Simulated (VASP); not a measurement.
Here is a VASP 6.6.1 calculation.

INCAR

```
SYSTEM = Zn36HNO35
ALGO = Normal
EDIFF = 1E-7
ENCUT = 520
GGA = PE
ISIF = 2
ISMEAR = 0
LASPH = .TRUE.
LCHARG = .FALSE.
LREAL = Auto
LWAVE = .FALSE.
NBANDS = 366
NELM = 80
PREC = Accurate
SIGMA = 0.02
```

Contents of KPOINTS:

```
k-points
0
G
  1 1 1
  0 0 0
```

File POSCAR:

```
Zn36HNO35
1.0
    9.8384282164      0.0000000000      0.0000000000
   -4.9192141082      8.5203287687      0.0000000000
    0.0000000000      0.0000000000     10.5875275229
Zn N O H
36 1 35 1
Direct
    0.1180707815      0.2152625518      0.2456891420
    0.1101118504      0.2232214829      0.7460617165
    0.1125939667      0.5531622926      0.2493268967
    0.1112494743      0.5553898353      0.7502553422
    0.0977509713      0.8816208494      0.2586396130
    0.1101397370      0.8880870141      0.7486569461
    0.4517124839      0.2355823620      0.2586396130
    0.4452463193      0.2231935964      0.7486569461
    0.4452689366      0.5582628315      0.2498224273
    0.4437407166      0.5565331822      0.7505304201
    0.4422979035      0.8910354298      0.2505161537
    0.4436079352      0.8897253982      0.7519465790
    0.7801710407      0.2207393666      0.2493268967
    0.7779434981      0.2220838590      0.7502553422
    0.7793838216      0.5539495117      0.2508545171
    0.7780435689      0.5552897644      0.7518590773
    0.7750705019      0.8880643967      0.2498224273
    0.7768001512      0.8895926167      0.7505304201
    0.2239257448      0.1094075885      0.5007787728
    0.2163092846      0.1170240488      0.9924534586
    0.2225924533      0.4420444622      0.4976479502
    0.2220012407      0.4467522800      0.9998761165
    0.2223948307      0.7750398325      0.5010460399
    0.2191489737      0.7792321258      1.0012081829
    0.5582935008      0.1109385026      0.5010460399
    0.5541012075      0.1141843597      1.0012081829
    0.5577771998      0.4480423142      0.5029617494
    0.5545382182      0.4446482106      0.9999852887
    0.5548960669      0.7784372664      0.5008135841
    0.5539610711      0.7793722622      1.0001685761
    0.8912888712      0.1107408800      0.4976479502
    0.8865810533      0.1113320926      0.9998761165
    0.8898129142      0.4435204191      0.5003564274
    0.8885315074      0.4448018260      1.0001863385
    0.8852910191      0.7755561335      0.5029617494
    0.8886851227      0.7787951152      0.9999852887
    0.2328980551      0.1004352782      0.1837250382
    0.2219573610      0.1113759723      0.6896055540
    0.2227061367      0.4397184154      0.1890517835
    0.2225507577      0.4453402435      0.6869372980
    0.2186648554      0.7762990664      0.1911334753
    0.2222183085      0.7773352031      0.6898562340
    0.5570342669      0.1146684779      0.1911334753
    0.5559981302      0.1111150248      0.6898562340
    0.5593307711      0.4506066868      0.1892281637
    0.5561385917      0.4466207318      0.6910191510
    0.5533794883      0.7799538450      0.1893495053
    0.5545935955      0.7787397378      0.6899233072
    0.8936149179      0.1106271966      0.1890517835
    0.8879930899      0.1107825756      0.6869372980
    0.8901258525      0.4432074809      0.1893112137
    0.8889235259      0.4444098074      0.6895936552
    0.8827266465      0.7740025622      0.1892281637
    0.8867126015      0.7771947416      0.6910191510
    0.1137710981      0.2195622353      0.4353545918
    0.1066933304      0.2266400029      0.9345204209
    0.1116749491      0.5537034443      0.4386191805
    0.1107912983      0.5573021596      0.9395175724
    0.1083581922      0.8850332061      0.4456554866
    0.1092342472      0.8898198923      0.9368308209
    0.4483001272      0.2249751411      0.4456554866
    0.4435134410      0.2240990861      0.9368308209
    0.4455339023      0.5564528030      0.4390118700
    0.4439313143      0.5569868379      0.9396643221
    0.4440422641      0.8892910693      0.4396188030
    0.4425395664      0.8907937669      0.9411891339
    0.7796298890      0.2216583843      0.4386191805
    0.7760311738      0.2225420351      0.9395175724
    0.7786788833      0.5546544500      0.4399654933
    0.7774624528      0.5558708805      0.9404485411
    0.7768805303      0.8877994310      0.4390118700
    0.7763464954      0.8894020190      0.9396643221
    0.2903021144      0.0430312189      0.1526378652
```

Potentials or basis: VASP PAW PBE potentials, release 64 (Zn, N, O, H).

The run is started by

```sh
$ cat potpaw_PBE.64/Zn/POTCAR potpaw_PBE.64/N/POTCAR potpaw_PBE.64/O/POTCAR potpaw_PBE.64/H/POTCAR > POTCAR
$ mpirun -np 1 vasp_gam > vasp.out
```

(1) Estimate the pressure.

(2) What does it give for the largest force?

## Answers

(1) 1.5 GPa.

(2) 0.040 eV/Å.

Caveat: the k points lie up to 0.74 Å⁻¹ apart.
